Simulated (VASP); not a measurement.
Runs of VASP 6.6.1 on TiC. The structure is that of space group F-43m (No. 216), or close to it. The cells are those of the table. 

| task | cell | k mesh | cutoff (eV) | smearing | gap on the mesh (eV) | pressure (GPa) |
| --- | --- | --- | --- | --- | --- | --- |
| single point | a = 3.356 Å, angles 60.0°, 2 atoms | 6 × 6 × 6 | 520 | gaussian 0.05 eV | 0.52 | -1.8 |
| single point | a = 3.402 Å, angles 60.0°, 2 atoms | 12 × 12 × 12 | 600 | gaussian 0.02 eV | 0.51 | -7.7 |
| single point | a = 3.343 Å, angles 60.0°, 2 atoms | 6 × 6 × 6 | 600 | gaussian 0.05 eV | 0.51 | (a) |
| single point | a = 3.339 Å, angles 60.0°, 2 atoms | 6 × 6 × 6 | 600 | gaussian 0.05 eV | 0.51 | (b) |

Alike in all rows: level PBE; potentials or basis VASP PAW PBE potentials, release 64 (Ti_sv, C); no spin polarisation.

Question: Estimate the missing entries.

Answer: (a) 0.0; (b) 0.7.

A k mesh can miss the band edges.
